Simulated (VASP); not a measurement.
# TaN (I4mm) in VASP: further runs

Runs on TaN. Level: LDA. Tasks: single point.

All numbers are computed with VASP 6.6.1; they aren't measurements. Logs are shortened: lines on timing, memory, paths and dates and some standing lists are left out, and cuts for length are marked.

**1. The cell of the first run**

Symmetry: I4mm, No. 107, tetragonal system. Conventional cell: a = 3.023 Å, b = 3.023 Å, c = 4.275 Å, α = 90.00°, β = 90.00°, γ = 90.00°. Ta (site symmetry 4mm) has 6 N at 1.94 to 2.33 Å within 2.6 Å. N (site symmetry 4mm) has 6 Ta at 1.94 to 2.33 Å within 2.6 Å.

**2. Single point, LDA (atoms displaced along a vibrational mode, the cell strained)**

File INCAR:

```
SYSTEM = TaN
PREC     = Accurate       ! precision mode
ENCUT    = 600            ! plane-wave cutoff, eV
EDIFF    = 1E-6           ! SCF threshold, eV
ISMEAR   = 0              ! smearing method
SIGMA    = 0.15           ! smearing width, eV
LREAL    = .False.        ! projectors in reciprocal space
LASPH    = .True.         ! aspherical terms in the spheres
NELM     = 120            ! most SCF steps
ALGO     = Normal         ! electronic algorithm
ISIF     = 2              ! what is computed and relaxed
LWAVE    = .False.        ! write WAVECAR
LCHARG   = .False.        ! write CHGCAR
GGA      = CA             ! functional
NBANDS   = 16             ! bands
GGA_COMPAT= .False.
```

File KPOINTS:

```
Automatic mesh
0
Gamma
  18 18 18
  0 0 0
```

File POSCAR:

```
TaN
1.0
    0.0000000000      2.1375325951      2.1375325951
    2.1375325951      0.0000000000      2.1375325951
    2.1375325951      2.1375325951      0.0000000000
Ta N
1 1
Direct
    0.4967417379      0.5032582621      0.5032582621
    0.0420914985     -0.0420914985     -0.0420914985
```

Potentials or basis: VASP PAW LDA potentials, release 64 (Ta_sv_GW, N).

Run with:

```bash
> cat potpaw_LDA.64/Ta_sv_GW/POTCAR potpaw_LDA.64/N/POTCAR > POTCAR
> mpirun -np 1 vasp_std > vasp.out
```

OUTCAR:

```text
SYSTEM = TaN
   PREC = Accurate
   ENCUT = 600
   EDIFF = 1E-6
   ISMEAR = 0
   LREAL = .False.
   LASPH = .True.
   NELM = 120
   ISIF = 2
   GGA = CA

 ion  position               nearest neighbor table
   1  0.497  0.503  0.503-   2 1.94   2 2.15   2 2.15   2 2.15   2 2.15   2 2.33
   2  0.042  0.958  0.958-   1 1.94   1 2.15   1 2.15   1 2.15   1 2.15   1 2.33

  LATTYP: Found a face centered cubic cell.
 ALAT       =     4.2750651902

  Lattice vectors:

 A1 = (   0.0000000000,   2.1375325951,   2.1375325951)
 A2 = (   2.1375325951,   0.0000000000,   2.1375325951)
 A3 = (   2.1375325951,   2.1375325951,   0.0000000000)

Analysis of symmetry for initial positions (statically):
=====================================================================
 Subroutine PRICEL returns:
 Original cell was already a primitive cell.

 Routine SETGRP: Setting up the symmetry group for a
 face centered cubic supercell.

 Subroutine GETGRP returns: Found  8 space group operations
 (whereof  8 operations were pure point group operations)
 out of a pool of 48 trial point group operations.

The static configuration has the point symmetry C_4v.

Analysis of symmetry for dynamics (positions and initial velocities):
=====================================================================
 Subroutine PRICEL returns:
 Original cell was already a primitive cell.

 Routine SETGRP: Setting up the symmetry group for a
 face centered cubic supercell.

 Subroutine GETGRP returns: Found  8 space group operations
 (whereof  8 operations were pure point group operations)
 out of a pool of 48 trial point group operations.

The dynamic configuration has the point symmetry C_4v.

 Subroutine INISYM returns: Found  8 space group operations
 (whereof  8 operations are pure point group operations),
 and found     1 'primitive' translations

----------------------------------------------------------------------------------------

                                     Primitive cell

  volume of cell :      19.5330

  direct lattice vectors                    reciprocal lattice vectors
     0.000000000  2.137532595  2.137532595    -0.233914562  0.233914562  0.233914562
     2.137532595  0.000000000  2.137532595     0.233914562 -0.233914562  0.233914562
     2.137532595  2.137532595  0.000000000     0.233914562  0.233914562 -0.233914562

  length of vectors
     3.022927586  3.022927586  3.022927586     0.405151905  0.405151905  0.405151905

  position of ions in fractional coordinates (direct lattice)
     0.496741738  0.503258262  0.503258262
     0.042091498  0.957908502  0.957908502

  ion indices of the primitive-cell ions
   primitive index   ion index
                 1           1
                 2           2

----------------------------------------------------------------------------------------

 KPOINTS: Automatic mesh

Automatic generation of k-mesh.
 Grid dimensions read from file:
 generate k-points for:   18   18   18

 Generating k-lattice:

  Cartesian coordinates                     Fractional coordinates (reciprocal lattice)
    -0.012995253  0.012995253  0.012995253     0.055555556  0.000000000  0.000000000
     0.012995253 -0.012995253  0.012995253     0.000000000  0.055555556  0.000000000
     0.012995253  0.012995253 -0.012995253     0.000000000  0.000000000  0.055555556

  Length of vectors
     0.022508439  0.022508439  0.022508439

  Shift w.r.t. Gamma in fractional coordinates (k-lattice)
     0.000000000  0.000000000  0.000000000

 Subroutine IBZKPT returns following result:
 ===========================================

 Found    480 irreducible k-points:

 Following reciprocal coordinates:
            Coordinates               Weight
  0.000000  0.000000  0.000000      1.000000
  0.055556  0.000000  0.000000      8.000000
  0.111111  0.000000  0.000000      8.000000
  0.166667  0.000000  0.000000      8.000000
  0.222222  0.000000  0.000000      8.000000
  0.277778  0.000000  0.000000      8.000000
[... 16 lines left out ...]
  0.388889  0.055556  0.000000     16.000000
  0.000000  0.388889  0.055556      8.000000
 [... further k-points ...]
   k-points           NKPTS =    480   k-points in BZ     NKDIM =    480   number of bands    NBANDS=     16
   number of dos      NEDOS =    301   number of ions     NIONS =      2
   total plane-waves  NPLWV =  13824
   dimension x,y,z NGX =    24 NGY =   24 NGZ =   24
   dimension x,y,z NGXF=    48 NGYF=   48 NGZF=   48
   ions per type =               1   1
   NGX,Y,Z   is equivalent  to a cutoff of  13.20, 13.20, 13.20 a.u.
   NGXF,Y,Z  is equivalent  to a cutoff of  26.40, 26.40, 26.40 a.u.
 SYSTEM =  TaN
   PREC   = accura    normal or accurate (medium, high low for compatibility)
   ISTART =      0    job   : 0-new  1-cont  2-samecut
   ICHARG =      2    charge: 1-file 2-atom 10-const
   ISPIN  =      1    spin polarized calculation?
   LNONCOLLINEAR =      F non collinear calculations
   LSORBIT =      F    spin-orbit coupling
   LASPH  =      T    aspherical Exc in radial PAW
   ENCUT  =  600.0 eV  44.10 Ry    6.64 a.u.   6.04  6.04  6.04*2*pi/ulx,y,z
   NELM   =    120;   NELMIN=  2; NELMDL= -5     # of ELM steps
   EDIFF  = 0.1E-05   stopping-criterion for ELM
   LREAL  =      F    real-space projection
   EDIFFG = 0.1E-04   stopping-criterion for IOM
   NSW    =      0    number of steps for IOM
   IBRION =     -1    ionic relax: 0-MD 1-quasi-New 2-CG
   NFREE  =      0    steps in history (QN), initial steepest desc. (CG)
   ISIF   =      2    stress and relaxation
   ISYM   =      2    0-nonsym 1-usesym 2-fastsym
   POTIM  = 0.5000    time-step for ionic-motion
   TEBEG  =    0.0;   TEEND  =   0.0 temperature during run
   PSTRESS=    0.0 pullay stress
   NELECT =      18.0000    total number of electrons
   NUPDOWN=      -1.0000    fix difference up-down
   EMIN   =  10.00;   EMAX   =-10.00  energy-range for DOS
   EFERMI =   0.00;   METHOD = LEGACY
   ISMEAR =     0;   SIGMA  =   0.15  broadening in eV -4-tet -1-fermi 0-gaus
   EFERMI_NEDOS =   21; number of points for ismear=-14 and -15
   IALGO  =     38    algorithm
   IMIX   =      4    mixing-type and parameters
     AMIX     =   0.40;   BMIX     =  1.00
     AMIX_MAG =   1.60;   BMIX_MAG =  1.00
  volume/ion in A,a.u.               =       9.77        65.91
  Fermi-wavevector in a.u.,A,eV,Ry     =   1.593100  3.010522 34.531127  2.537966
  Thomas-Fermi vector in A             =   2.691382
   LORBIT       =      0    0 simple, 1 ext, 2 COOP (PROOUT), +10 PAW based schemes
   GGA     = CA    functional components
   LHFCALC =     F    Hartree Fock is set to
   AEXX    =    0.0000 exact exchange contribution
   IVDW    =     0    specifies the selected vdW correction
   LEPSILON=     F    determine dielectric tensor
   LRPA    =     F    only Hartree local field effects (RPA)
 non-spin polarized calculation
 Gauss-broadening in eV      SIGMA  =   0.15
  energy-cutoff  :      600.00
  volume of cell :       19.53
 maximum number of plane-waves:       663
   NGX = 13   NGY = 13   NGZ = 13

 number of electron      17.9999998 magnetization

 Free energy of the ion-electron system (eV)
  ---------------------------------------------------
  ext. energy  EPLUGINS =         0.00000000
  ---------------------------------------------------
  free energy    TOTEN  =       -26.34881509 eV

  energy without entropy =      -26.34103444  energy(sigma->0) =      -26.34492477

 E-fermi :  14.7482     XC(G=0): -14.5442

 val. band max:       14.7449227339   @ k =   0.2778   0.0000   0.0000
 cond. band min:      14.7485075825   @ k =  -0.2778   0.3333   0.1111
 fundamental gap:      0.0035848486
 Fermi energy:        14.7481667070

 k-point     1 :       0.0000    0.0000    0.0000
  band No.  band energies     occupation
      1     -54.0811      2.00000
      2     -20.5506      2.00000
      3     -20.4716      2.00000
      4     -20.4716      2.00000
      5      -4.4266      2.00000
      6       9.9017      2.00000
[... 8 lines left out ...]
     15      23.9795      0.00000
     16      39.7754      0.00000

 k-point     2 :       0.0556    0.0000    0.0000
  band No.  band energies     occupation
      1     -54.0784      2.00000
      2     -20.5719      2.00000
      3     -20.4941      2.00000
      4     -20.4751      2.00000
      5      -4.3366      2.00000
      6       9.4071      2.00000
[... 8 lines left out ...]
     15      24.2382      0.00000
     16      38.8239      0.00000

 k-point     3 :       0.1111    0.0000    0.0000
  band No.  band energies     occupation
      1     -54.0708      2.00000
      2     -20.6666      2.00000
      3     -20.5239      2.00000
      4     -20.4853      2.00000
      5      -4.0757      2.00000
      6       8.6531      2.00000
[... 8 lines left out ...]
     15      24.9726      0.00000
     16      36.9387      0.00000

 k-point     4 :       0.1667    0.0000    0.0000
  band No.  band energies     occupation
      1     -54.0591      2.00000
      2     -20.8319      2.00000
      3     -20.5449      2.00000
      4     -20.5009      2.00000
      5      -3.6688      2.00000
      6       7.8027      2.00000
[... 8 lines left out ...]
     15      26.0517      0.00000
     16      34.9738      0.00000
[... 324 lines left out ...]
 k-point    22 :       0.0000    0.3333    0.0556
  band No.  band energies     occupation
      1     -54.0176      2.00000
      2     -21.3728      2.00000
      3     -20.5959      2.00000
      4     -20.5789      2.00000
      5      -2.1602      2.00000
      6       5.4770      2.00000
[... 8 lines left out ...]
     15      27.9140      0.00000
     16      30.7645      0.00000

 k-point    23 :       0.3889    0.0556    0.0000
  band No.  band energies     occupation
      1     -54.0050      2.00000
      2     -21.5236      2.00000
      3     -20.6360      2.00000
      4     -20.5805      2.00000
      5      -1.6374      2.00000
      6       4.7945      2.00000
[... 8 lines left out ...]
     15      27.4175      0.00000
     16      29.5819      0.00000

 k-point    24 :       0.0000    0.3889    0.0556
  band No.  band energies     occupation
      1     -54.0049      2.00000
      2     -21.5315      2.00000
      3     -20.6194      2.00000
      4     -20.5914      2.00000
      5      -1.6226      2.00000
      6       4.7888      2.00000
[... 8 lines left out ...]
     15      27.5863      0.00000
     16      29.4389      0.00000

 [... further k-points ...]
[... 5 lines left out ...]
  --------------------------------------------------------------------------------------
  -------------------------------------------------------------------------------------
  Total        5.9926028      2.7500941      2.7500941      0.0000000      0.0000000      0.0000000
  in kB      491.5388424    225.5744458    225.5744458      0.0000000      0.0000000      0.0000000
  external PRESSURE =     314.2292446 kB  Pullay stress =       0.0000000 kB

 VOLUME and BASIS-vectors are now :
 -----------------------------------------------------------------------------
  energy-cutoff  :      600.00
  volume of cell :       19.53
      direct lattice vectors                 reciprocal lattice vectors
     0.000000000  2.137532595  2.137532595    -0.233914562  0.233914562  0.233914562
     2.137532595  0.000000000  2.137532595     0.233914562 -0.233914562  0.233914562
     2.137532595  2.137532595  0.000000000     0.233914562  0.233914562 -0.233914562

 POSITION                                       TOTAL-FORCE (eV/Angst)
 -----------------------------------------------------------------------------------
      2.15146      2.13753      2.13753        -2.872774      0.000000      0.000000
      4.09512      2.13753      2.13753         2.872774      0.000000      0.000000
 -----------------------------------------------------------------------------------
    total drift:                               -0.000208     -0.000000     -0.000000

  FREE ENERGIE OF THE ION-ELECTRON SYSTEM (eV)
  ---------------------------------------------------
  free  energy   TOTEN  =       -26.3488150945 eV

  energy  without entropy=      -26.3410344430  energy(sigma->0) =      -26.34492477
```

Run time: 96 s. Hardware: 1 thread of Intel Xeon Platinum 8175M at 2.50GHz (Skylake/Cascade Lake), shared host; peak memory 0.3 GiB.

What came out:

- Free energy: -26.3488 eV
- Pressure: 31.4 GPa
- Largest force: 2.873 eV/Å
- Band gap on the k mesh: zero (bands 9 and 10 overlap by 3.66 eV)

Forces in eV/Å, atoms in the order of the input:
```
Ta  -2.873  0.000  0.000
N    2.873  0.000  0.000
```

Stress tensor (GPa, compression positive):
```
49.15  0.00  0.00
 0.00 22.56  0.00
 0.00  0.00 22.56
```

Caveat: the cell differs from its parent crystal (atoms displaced along a vibrational mode, the cell strained); the cell stands under pressure; spin-orbit coupling is left out, which moves the levels of the heavy elements; forces of over 1 eV/Å act on the atoms, so gaps and moduli don't describe the material at rest.

**3. Single point, LDA (atoms displaced along a vibrational mode, the cell strained)**

File INCAR:

```
ALGO = Normal ; EDIFF = 1E-7
ENCUT = 520 ; GGA = CA
ISIF = 2 ; ISMEAR = 0
LASPH = True ; LCHARG = False
LREAL = False ; LWAVE = False
NBANDS = 15 ; NELM = 60
PREC = Accurate ; SIGMA = 0.15
```

File KPOINTS:

```
k-points
0
Gamma
  18 18 18
```

File POSCAR:

```
TaN
1.0
    0.0000000000      2.2281815418      2.2281815418
    2.2281815418      0.0000000000      2.2281815418
    2.2281815418      2.2281815418      0.0000000000
Ta N
1 1
Direct
    0.4956556505      0.5043443495      0.5043443495
    0.0561219980     -0.0561219980     -0.0561219980
```

Potentials or basis: VASP PAW LDA potentials, release 64 (Ta_pv, N).

Run with:

```bash
> cat potpaw_LDA.64/Ta_pv/POTCAR potpaw_LDA.64/N/POTCAR > POTCAR
> mpirun -np 1 vasp_std > vasp.out
```

Run time: 83 s. Hardware: 1 thread of Intel Xeon 8259CL, shared host; peak memory 0.26 GiB.

It converged, with:

| Property | Result |
| --- | --- |
| Free energy | -23.7845 eV |
| Pressure | -10.7 GPa |
| Largest force | 2.439 eV/Å |
| Band gap on the k mesh | zero (bands 8 and 9 overlap by 2.79 eV) |

Forces on the atoms (eV/Å):
```
Ta  -2.439  0.000  0.000
N    2.439  0.000  0.000
```

Stress tensor (GPa, compression positive):
```
  9.17   0.00   0.00
  0.00 -20.56   0.00
  0.00   0.00 -20.56
```

Levels at points of the mesh, in eV from the Fermi level:
| k point | band 4 | band 5 | band 6 | band 7 | band 8 | band 9 | band 10 | band 11 | band 12 | band 13 |
| --- | --- | --- | --- | --- | --- | --- | --- | --- | --- | --- |
| (0.00, 0.00, 0.00) | -18.17 | -4.71 | -4.71 | -4.69 | -1.81 | -0.53 | -0.53 | 0.19 | 1.27 | 1.92 |
| (0.50, 0.00, 0.00) | -15.44 | -9.82 | -7.14 | -7.04 | 1.50 | 1.87 | 2.03 | 3.67 | 6.23 | 7.97 |
| (0.50, 0.50, 0.00) | -16.88 | -6.68 | -6.39 | -4.67 | -2.51 | 2.59 | 3.43 | 3.49 | 3.89 | 6.50 |
| (0.00, 0.50, 0.50) | -16.85 | -6.17 | -5.05 | -4.42 | -4.42 | 2.19 | 3.14 | 3.42 | 3.42 | 5.59 |

Caveat: the cell differs from its parent crystal (atoms displaced along a vibrational mode, the cell strained); the cell stands under tension; spin-orbit coupling is left out, which moves the levels of the heavy elements; forces of over 1 eV/Å act on the atoms, so gaps and moduli don't describe the material at rest.
